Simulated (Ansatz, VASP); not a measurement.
## WS2 in VASP and in Ansatz

Contents of INCAR:

```
SYSTEM = WS2
PREC = Accurate
ENCUT = 520
EDIFF = 1E-6
ISMEAR = 0
SIGMA = 0.05
LREAL = .False.
LASPH = .True.
NELM = 60
ALGO = Normal
ISIF = 2
LWAVE = .False.
LCHARG = .True.
GGA = PE
LELF = .True.
LVHAR = .True.
NBANDS = 20
```

KPOINTS

```
regular mesh
0
Gamma
  12 12 2
  0 0 0
```

POSCAR

```
WS2
1.0
    3.1835163552      0.0000000000      0.0000000000
   -1.5917581776      2.7570060369      0.0000000000
    0.0000000000      0.0000000000     16.9505778900
W S
1 2
Direct
    0.3333333300      0.6666666700      0.0000000000
    0.6666666700      0.3333333300      0.9079994900
    0.6666666700      0.3333333300      0.0920005100
```

Input for Ansatz:

```yaml
crystal:
  lattice:
    - [3.1835163552, 0.0, 0.0]
    - [-1.5917581776, 2.7570060369, 0.0]
    - [0.0, 0.0, 16.95057789]
  atoms:
    - { symbol: W, position: [0.33333333, 0.66666667, 0.0] }
    - { symbol: S, position: [0.66666667, 0.33333333, 0.90799949] }
    - { symbol: S, position: [0.66666667, 0.33333333, 0.09200051] }
basis:
  ecutwfc: 420
  fft_grid_basis: typed
kpoints:
  mp_grid: { grid: [12, 12, 2] }
hamiltonian:
  xc: pbe
scf:
  occupations: { method: gaussian, width: 0.05 }
output:
  forces: true
  stress: true
  eigenvalues: true
  bader: true
  write_density: true
  volumetric_format: npy
  elf: true
```

Alike in both runs: task single point; functional PBE; k mesh 12 × 12 × 2; occupations gaussian, width 0.05 eV; no spin polarisation.

```csv
,VASP,Ansatz
version,VASP 6.6.1,Ansatz 0.2.0
potentials or method,"VASP PAW PBE potentials, release 64 (W_sv, S), cutoff 520 eV","scalar-relativistic, plane waves, PAW"
valence electrons in the cell,26,26
```

|  | VASP | Ansatz | Ansatz less VASP |
| --- | --- | --- | --- |
| gap on the k mesh at the Fermi level (eV) | 1.80 | 1.79 | -0.011 |
| rms of the force components (eV/Å) | 0.124 | 0.122 | -0.0018 |

Atom by atom the forces differ by 0.002 eV/Å (rms over components).

Neither program's run includes spin-orbit coupling.
